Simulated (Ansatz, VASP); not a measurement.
# CaF in VASP and in Ansatz

The input INCAR:

```
PREC = Accurate
ENCUT = 600
EDIFF = 1E-6
ISMEAR = 0
SIGMA = 0.1
LREAL = F
LASPH = T
NELM = 120
ALGO = Normal
ISIF = 2
LWAVE = F
LCHARG = T
GGA = PE
LELF = T
LVHAR = T
NBANDS = 16
GGA_COMPAT = F
```

File KPOINTS:

```
Automatic mesh
0
Gamma
  6 6 6
```

File POSCAR:

```
CaF
1.0
    3.3009958400      0.0000000000      0.0000000000
    0.0000000000      3.3009958400      0.0000000000
    0.0000000000      0.0000000000      3.3009958400
Ca F
1 1
Direct
    0.5000000000      0.5000000000      0.5000000000
    0.0000000000      0.0000000000      0.0000000000
```

Input for Ansatz:

```yaml
crystal:
  lattice:
    - [3.30099584, 0.0, 0.0]
    - [0.0, 3.30099584, 0.0]
    - [0.0, 0.0, 3.30099584]
  atoms:
    - { symbol: Ca, position: [0.5, 0.5, 0.5] }
    - { symbol: F, position: [0.0, 0.0, 0.0] }
basis:
  ecutwfc: 420
kpoints:
  mp_grid: { grid: [6, 6, 6] }
hamiltonian:
  xc: pbe
scf:
  occupations: { method: gaussian, width: 0.1 }
  lower_state_search: "off"
output:
  forces: true
  stress: true
  eigenvalues: true
```

Change from the starting cell: species swapped into the NdAu type (Pm-3m, No. 221).

Alike in both runs: task single point; functional PBE; k mesh 6 × 6 × 6; occupations gaussian, width 0.1 eV; no spin polarisation.

|  | VASP | Ansatz |
| --- | --- | --- |
| version | VASP 6.6.1 | Ansatz 0.2.0 |
| potentials or method | VASP PAW PBE potentials, release 64 (Ca_sv, F), cutoff 600 eV | scalar-relativistic, plane waves, PAW |
| valence electrons in the cell | 17 | 17 |

|  | VASP | Ansatz | Ansatz less VASP |
| --- | --- | --- | --- |
| gap on the k mesh at the Fermi level (eV) | none | none | - |
| pressure (GPa) | 1.2 | 1.3 | +0.10 |

A gap of «none» marks a metal or a gap that the smearing closes.
